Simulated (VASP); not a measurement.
Runs of VASP 6.6.1 on CsPtS. The structure is that of space group P4/mmm (No. 123), or close to it. The cells are those of the table. The cell was generated, and may not be a known phase.

| task | potentials or basis | spin | cell | k mesh | cutoff (eV) | gap on the mesh (eV) | pressure (GPa) | relaxed volume (Å³/atom) |
| --- | --- | --- | --- | --- | --- | --- | --- | --- |
| relaxation of cell and atoms | VASP PAW PBE potentials, release 64 (Cs_sv, Pt, S) | off | relaxed from a = 4.364, b = 4.364, c = 4.445 Å, 3 atoms | 4 × 4 × 4 | 600 | none | 0.1 | (a) |
| single point | VASP PAW PBE potentials, release 64 (Cs_sv, Pt_sv_GW, S) | collinear | a = 5.104, b = 5.104, c = 4.322 Å, 3 atoms | 4 × 4 × 4 | 570 | none | 0.0 | - |
| relaxation of cell and atoms | VASP PAW PBE potentials, release 64 (Cs_sv, Pt, S) | off | relaxed from a = 5.104, b = 5.104, c = 4.322 Å, 3 atoms | 10 × 10 × 12 | 600 | none | 0.0 | 38.27 |
| single point | VASP PAW PBE potentials, release 64 (Cs_sv, Pt, S) | off | a = 5.104, b = 5.104, c = 4.322 Å, 3 atoms | 4 × 4 × 4 | 520 | none | 0.2 | - |
| single point | VASP PAW PBE potentials, release 64 (Cs_sv, Pt, S) | off | a = 4.364, b = 4.364, c = 4.445 Å, 3 atoms | 4 × 4 × 4 | 520 | none | 6.7 | - |
| single point | VASP PAW PBE potentials, release 64 (Cs_sv, Pt, S) | off | a = 5.144, b = 5.144, c = 4.336 Å, 3 atoms | 10 × 10 × 12 | 520 | none | 0.0 | - |

Alike in all rows: level PBE; smearing gaussian 0.1 eV.

Fill in the values left out.

(a) 38.14.

Caveats: some runs use coarse meshes; spin-orbit coupling is left out, which moves the levels of the heavy elements; the volume moved by over 15 % at a fixed basis, so the end points are rough (at least some runs); the stress differs along the axes, from -4 to 12 GPa (at least some runs).

A k mesh can miss the band edges, and the runs leave out spin-orbit coupling on Cs, Pt.

A gap of «none» marks levels without a gap at the run's occupations.

The runs don't all hold the same shells in valence.
